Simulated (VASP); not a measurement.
# SnO2 (Cm) in VASP: notebook

Runs on SnO2. Level: LDA. Tasks: single point.

Program: VASP 6.6.1. These are calculated values, not measurements. Logs are shortened: lines on timing, memory, paths and dates and some standing lists are left out, and cuts for length are marked.

## (1) The cell of the first run

Symmetry: Cm, No. 8, monoclinic system. The conventional cell has a = 5.602 Å, b = 3.234 Å, c = 5.151 Å, α = 90.00°, β = 111.25°, γ = 90.00°. Sn (site symmetry m) has 5 O at 1.79 to 2.21 Å within 2.4 Å. O (site symmetry m) has 3 Sn at 1.79 to 2.21 Å within 2.4 Å. Within 2.8 Å of O (site symmetry m) lie 3 Sn at 2.09 to 2.46 Å and 3 O at 2.76 Å.

## (2) Single point, LDA (atom 1 (Sn) moved by (-0.300, +0.150) A along y and z)

Input file INCAR:

```
ALGO = Normal
EDIFF = 1E-6
ENCUT = 520
GGA = CA
ISIF = 2
ISMEAR = 0
LASPH = True
LCHARG = False
LREAL = False
LWAVE = False
NBANDS = 20
NELM = 60
PREC = Accurate
SIGMA = 0.05
```

Input file KPOINTS:

```
k-points
0
Gamma
  12 12 12
```

Input file POSCAR:

```
SnO2
1.0
    1.6170930752      0.9336291223      4.8005925840
   -1.6170930752      0.9336291223      4.8005925840
    0.0000000000     -1.8672582446      4.8005925840
Sn O
1 2
Direct
    0.4568609246      0.4568609246      0.6175242934
    0.2371700000      0.2371700000      0.2371700000
    0.7628300000      0.7628300000      0.7628300000
```

Potentials or basis: VASP PAW LDA potentials, release 64 (Sn_d, O).

Run with:

```
> cat potpaw_LDA.64/Sn_d/POTCAR potpaw_LDA.64/O/POTCAR > POTCAR
> mpirun -np 1 vasp_std > vasp.out
```

OUTCAR:

```text
EDIFF = 1E-6
   ENCUT = 520
   GGA = CA
   ISIF = 2
   ISMEAR = 0
   LASPH = True
   LREAL = False
   NELM = 60
   PREC = Accurate

 ion  position               nearest neighbor table
   1  0.457  0.457  0.618-   2 1.79   3 2.09   3 2.09   2 2.21   2 2.21   3 2.46
   2  0.237  0.237  0.237-   1 1.79   1 2.21   1 2.21
   3  0.763  0.763  0.763-   1 2.09   1 2.09   1 2.46

  LATTYP: Found a trigonal (rhomboedric) cell.
 ALAT       =     5.1509554948
 COS(alpha) =     0.8028828391

  Lattice vectors:

 A1 = (   1.6170930752,   0.9336291223,   4.8005925840)
 A2 = (  -1.6170930752,   0.9336291223,   4.8005925840)
 A3 = (   0.0000000000,  -1.8672582446,   4.8005925840)

Analysis of symmetry for initial positions (statically):
=====================================================================
 Subroutine PRICEL returns:
 Original cell was already a primitive cell.

 Routine SETGRP: Setting up the symmetry group for a
 trigonal (rhombohedral) supercell.

 Subroutine GETGRP returns: Found  2 space group operations
 (whereof  2 operations were pure point group operations)
 out of a pool of 12 trial point group operations.

The static configuration has the point symmetry C_1h.

Analysis of symmetry for dynamics (positions and initial velocities):
=====================================================================
 Subroutine PRICEL returns:
 Original cell was already a primitive cell.

 Routine SETGRP: Setting up the symmetry group for a
 trigonal (rhombohedral) supercell.

 Subroutine GETGRP returns: Found  2 space group operations
 (whereof  2 operations were pure point group operations)
 out of a pool of 12 trial point group operations.

The dynamic configuration has the point symmetry C_1h.

 Subroutine INISYM returns: Found  2 space group operations
 (whereof  2 operations are pure point group operations),
 and found     1 'primitive' translations

----------------------------------------------------------------------------------------

                                     Primitive cell

  volume of cell :      43.4866

  direct lattice vectors                    reciprocal lattice vectors
     1.617093075  0.933629122  4.800592584     0.309196797  0.178514854  0.069435872
    -1.617093075  0.933629122  4.800592584    -0.309196797  0.178514854  0.069435872
     0.000000000 -1.867258245  4.800592584     0.000000000 -0.357029708  0.069435872

  length of vectors
     5.150955495  5.150955495  5.150955495     0.363719058  0.363719058  0.363719058

  position of ions in fractional coordinates (direct lattice)
     0.456860925  0.456860925  0.617524293
     0.237170000  0.237170000  0.237170000
     0.762830000  0.762830000  0.762830000

  ion indices of the primitive-cell ions
   primitive index   ion index
                 1           1
                 2           2
                 3           3

----------------------------------------------------------------------------------------

 KPOINTS: k-points

Automatic generation of k-mesh.
 Grid dimensions read from file:
 generate k-points for:   12   12   12

 Generating k-lattice:

  Cartesian coordinates                     Fractional coordinates (reciprocal lattice)
     0.025766400  0.014876238  0.005786323     0.083333333  0.000000000 -0.000000000
    -0.025766400  0.014876238  0.005786323     0.000000000  0.083333333 -0.000000000
     0.000000000 -0.029752476  0.005786323    -0.000000000 -0.000000000  0.083333333

  Length of vectors
     0.030309921  0.030309921  0.030309921

  Shift w.r.t. Gamma in fractional coordinates (k-lattice)
     0.000000000  0.000000000  0.000000000

 Subroutine IBZKPT returns following result:
 ===========================================

 Found    476 irreducible k-points:

 Following reciprocal coordinates:
            Coordinates               Weight
  0.000000  0.000000  0.000000      1.000000
  0.083333 -0.000000  0.000000      4.000000
  0.000000  0.000000  0.083333      2.000000
  0.166667  0.000000  0.000000      4.000000
  0.000000  0.000000  0.166667      2.000000
  0.250000  0.000000  0.000000      4.000000
[... 16 lines left out ...]
 -0.333333  0.000000 -0.083333      4.000000
  0.083333  0.000000  0.333333      4.000000
 [... further k-points ...]
   k-points           NKPTS =    476   k-points in BZ     NKDIM =    476   number of bands    NBANDS=     20
   number of dos      NEDOS =    301   number of ions     NIONS =      3
   total plane-waves  NPLWV =  64000
   dimension x,y,z NGX =    40 NGY =   40 NGZ =   40
   dimension x,y,z NGXF=    80 NGYF=   80 NGZF=   80
   ions per type =               1   2
   NGX,Y,Z   is equivalent  to a cutoff of  12.91, 12.91, 12.91 a.u.
   NGXF,Y,Z  is equivalent  to a cutoff of  25.82, 25.82, 25.82 a.u.
 SYSTEM =  unknown system
   PREC   = accura    normal or accurate (medium, high low for compatibility)
   ISTART =      0    job   : 0-new  1-cont  2-samecut
   ICHARG =      2    charge: 1-file 2-atom 10-const
   ISPIN  =      1    spin polarized calculation?
   LNONCOLLINEAR =      F non collinear calculations
   LSORBIT =      F    spin-orbit coupling
   LASPH  =      T    aspherical Exc in radial PAW
   ENCUT  =  520.0 eV  38.22 Ry    6.18 a.u.   9.58  9.58  9.58*2*pi/ulx,y,z
   NELM   =     60;   NELMIN=  2; NELMDL= -5     # of ELM steps
   EDIFF  = 0.1E-05   stopping-criterion for ELM
   LREAL  =      F    real-space projection
   EDIFFG = 0.1E-04   stopping-criterion for IOM
   NSW    =      0    number of steps for IOM
   IBRION =     -1    ionic relax: 0-MD 1-quasi-New 2-CG
   NFREE  =      0    steps in history (QN), initial steepest desc. (CG)
   ISIF   =      2    stress and relaxation
   ISYM   =      2    0-nonsym 1-usesym 2-fastsym
   POTIM  = 0.5000    time-step for ionic-motion
   TEBEG  =    0.0;   TEEND  =   0.0 temperature during run
   PSTRESS=    0.0 pullay stress
   NELECT =      26.0000    total number of electrons
   NUPDOWN=      -1.0000    fix difference up-down
   EMIN   =  10.00;   EMAX   =-10.00  energy-range for DOS
   EFERMI =   0.00;   METHOD = LEGACY
   ISMEAR =     0;   SIGMA  =   0.05  broadening in eV -4-tet -1-fermi 0-gaus
   EFERMI_NEDOS =   21; number of points for ismear=-14 and -15
   IALGO  =     38    algorithm
   IMIX   =      4    mixing-type and parameters
     AMIX     =   0.40;   BMIX     =  1.00
     AMIX_MAG =   1.60;   BMIX_MAG =  1.00
  volume/ion in A,a.u.               =      14.50        97.82
  Fermi-wavevector in a.u.,A,eV,Ry     =   1.379158  2.606231 25.879336  1.902078
  Thomas-Fermi vector in A             =   2.504154
   LORBIT       =      0    0 simple, 1 ext, 2 COOP (PROOUT), +10 PAW based schemes
   GGA     = CA    functional components
   LHFCALC =     F    Hartree Fock is set to
   AEXX    =    0.0000 exact exchange contribution
   IVDW    =     0    specifies the selected vdW correction
   LEPSILON=     F    determine dielectric tensor
   LRPA    =     F    only Hartree local field effects (RPA)
 non-spin polarized calculation
 Gauss-broadening in eV      SIGMA  =   0.05
  energy-cutoff  :      520.00
  volume of cell :       43.49
 maximum number of plane-waves:      1188
 NGX is ok and might be reduce to    40
   NGX = 19   NGY = 19   NGZ = 19

 number of electron      26.0000000 magnetization

 Free energy of the ion-electron system (eV)
  ---------------------------------------------------
  ext. energy  EPLUGINS =         0.00000000
  ---------------------------------------------------
  free energy    TOTEN  =       -19.43703747 eV

  energy without entropy =      -19.43703747  energy(sigma->0) =      -19.43703747

 E-fermi :   3.2084     XC(G=0): -10.5442

 val. band max:        3.0012321270   @ k =   0.5000   0.4167   0.0000
 cond. band min:       4.5942338684   @ k =   0.0000   0.0000   0.0000
 fundamental gap:      1.5930017414
 Fermi energy:         3.2084170490

 k-point     1 :       0.0000    0.0000    0.0000
  band No.  band energies     occupation
      1     -17.6438      2.00000
      2     -16.8322      2.00000
      3     -16.7676      2.00000
      4     -16.6069      2.00000
      5     -16.5678      2.00000
      6     -14.8555      2.00000
[... 12 lines left out ...]
     19      18.7765      0.00000
     20      19.9415      0.00000

 k-point     2 :       0.0833   -0.0000    0.0000
  band No.  band energies     occupation
      1     -17.6542      2.00000
      2     -16.8179      2.00000
      3     -16.7696      2.00000
      4     -16.6100      2.00000
      5     -16.5789      2.00000
      6     -14.7915      2.00000
[... 12 lines left out ...]
     19      18.2615      0.00000
     20      19.5955      0.00000

 k-point     3 :       0.0000    0.0000    0.0833
  band No.  band energies     occupation
      1     -17.6630      2.00000
      2     -16.8244      2.00000
      3     -16.7503      2.00000
      4     -16.6137      2.00000
      5     -16.5692      2.00000
      6     -14.7992      2.00000
[... 12 lines left out ...]
     19      18.0619      0.00000
     20      19.9826      0.00000

 k-point     4 :       0.1667    0.0000    0.0000
  band No.  band energies     occupation
      1     -17.6898      2.00000
      2     -16.8269      2.00000
      3     -16.7333      2.00000
      4     -16.6327      2.00000
      5     -16.5799      2.00000
      6     -14.5984      2.00000
[... 12 lines left out ...]
     19      17.2436      0.00000
     20      19.7197      0.00000

 k-point     5 :       0.0000    0.0000    0.1667
  band No.  band energies     occupation
      1     -17.7268      2.00000
      2     -16.7936      2.00000
      3     -16.7058      2.00000
      4     -16.6287      2.00000
      5     -16.5698      2.00000
      6     -14.6287      2.00000
[... 12 lines left out ...]
     19      16.9925      0.00000
     20      20.1211      0.00000

 k-point     6 :       0.2500    0.0000    0.0000
  band No.  band energies     occupation
      1     -17.7525      2.00000
      2     -16.8628      2.00000
      3     -16.7016      2.00000
      4     -16.6293      2.00000
      5     -16.5559      2.00000
      6     -14.2843      2.00000
[... 12 lines left out ...]
     19      16.5713      0.00000
     20      19.6108      0.00000

 k-point     7 :       0.0000    0.0000    0.2500
  band No.  band energies     occupation
      1     -17.8296      2.00000
      2     -16.7517      2.00000
      3     -16.6613      2.00000
      4     -16.6313      2.00000
      5     -16.5532      2.00000
      6     -14.3485      2.00000
[... 12 lines left out ...]
     19      16.2112      0.00000
     20      19.9905      0.00000
[... 277 lines left out ...]
 k-point    20 :      -0.2500   -0.0000   -0.0833
  band No.  band energies     occupation
      1     -17.7032      2.00000
      2     -16.8946      2.00000
      3     -16.6970      2.00000
      4     -16.6505      2.00000
      5     -16.5616      2.00000
      6     -14.3816      2.00000
[... 12 lines left out ...]
     19      17.0082      0.00000
     20      19.0936      0.00000

 k-point    21 :       0.0833    0.0000    0.2500
  band No.  band energies     occupation
      1     -17.7782      2.00000
      2     -16.7784      2.00000
      3     -16.6844      2.00000
      4     -16.6342      2.00000
      5     -16.5645      2.00000
      6     -14.4408      2.00000
[... 12 lines left out ...]
     19      16.6311      0.00000
     20      19.4310      0.00000

 k-point    22 :       0.3333    0.0833    0.0000
  band No.  band energies     occupation
      1     -17.8181      2.00000
      2     -16.8541      2.00000
      3     -16.6955      2.00000
      4     -16.6102      2.00000
      5     -16.5317      2.00000
      6     -14.0531      2.00000
[... 12 lines left out ...]
     19      16.5840      0.00000
     20      18.2684      0.00000

 k-point    23 :      -0.3333    0.0000   -0.0833
  band No.  band energies     occupation
      1     -17.7656      2.00000
      2     -16.9403      2.00000
      3     -16.7028      2.00000
      4     -16.6155      2.00000
      5     -16.5262      2.00000
      6     -14.0078      2.00000
[... 12 lines left out ...]
     19      16.7356      0.00000
     20      18.3485      0.00000

 k-point    24 :       0.0833    0.0000    0.3333
  band No.  band energies     occupation
      1     -17.8823      2.00000
      2     -16.7494      2.00000
      3     -16.6725      2.00000
      4     -16.6177      2.00000
      5     -16.5250      2.00000
      6     -14.1068      2.00000
[... 12 lines left out ...]
     19      16.1604      0.00000
     20      18.5350      0.00000

 [... further k-points ...]

------------------------ aborting loop because EDIFF is reached ----------------------------------------

  FORCE on cell =-STRESS in cart. coord.  units (eV):
  Direction    XX          YY          ZZ          XY          YZ          ZX
  --------------------------------------------------------------------------------------
  -------------------------------------------------------------------------------------
  Total       -2.5296023      5.0057965     -0.1462848      0.0000000     -4.3007797      0.0000000
  in kB      -93.1981562    184.4285968     -5.3895713      0.0000000   -158.4536589      0.0000000
  external PRESSURE =      28.6136231 kB  Pullay stress =       0.0000000 kB

 VOLUME and BASIS-vectors are now :
 -----------------------------------------------------------------------------
  energy-cutoff  :      520.00
  volume of cell :       43.49
      direct lattice vectors                 reciprocal lattice vectors
     1.617093075  0.933629122  4.800592584     0.309196797  0.178514854  0.069435872
    -1.617093075  0.933629122  4.800592584    -0.309196797  0.178514854  0.069435872
     0.000000000 -1.867258245  4.800592584     0.000000000 -0.357029708  0.069435872

 POSITION                                       TOTAL-FORCE (eV/Angst)
 -----------------------------------------------------------------------------------
      0.00000     -0.30000      7.35089         0.000000      6.168185     -4.247691
      0.00000      0.00000      3.41567         0.000000     -5.646709      2.780793
      0.00000      0.00000     10.98611         0.000000     -0.521476      1.466899
 -----------------------------------------------------------------------------------
    total drift:                               -0.000000     -0.000085      0.000001

  FREE ENERGIE OF THE ION-ELECTRON SYSTEM (eV)
  ---------------------------------------------------
  free  energy   TOTEN  =       -19.4370374705 eV

  energy  without entropy=      -19.4370374705  energy(sigma->0) =      -19.43703747
```

It took 13 min on 1 thread of Intel Xeon 6975P-C, shared host; peak memory 0.49 GiB.

What came out:

- Free energy: -19.4370 eV
- Pressure: 2.9 GPa
- Largest force: 7.489 eV/Å
- Band gap on the k mesh: 1.59 eV, indirect (least direct gap 1.61 eV)

Forces on the atoms (eV/Å):
```
Sn   0.000  6.168 -4.248
O    0.000 -5.647  2.781
O    0.000 -0.521  1.467
```

Caveat: the cell differs from its parent crystal (atom 1 (Sn) moved by (-0.300, +0.150) A along y and z); spin-orbit coupling is left out, which moves the levels of the heavy elements; forces of over 1 eV/Å act on the atoms, so gaps and moduli don't describe the material at rest. A k mesh can miss the band edges.

(Part 1 of 2 ends here.)
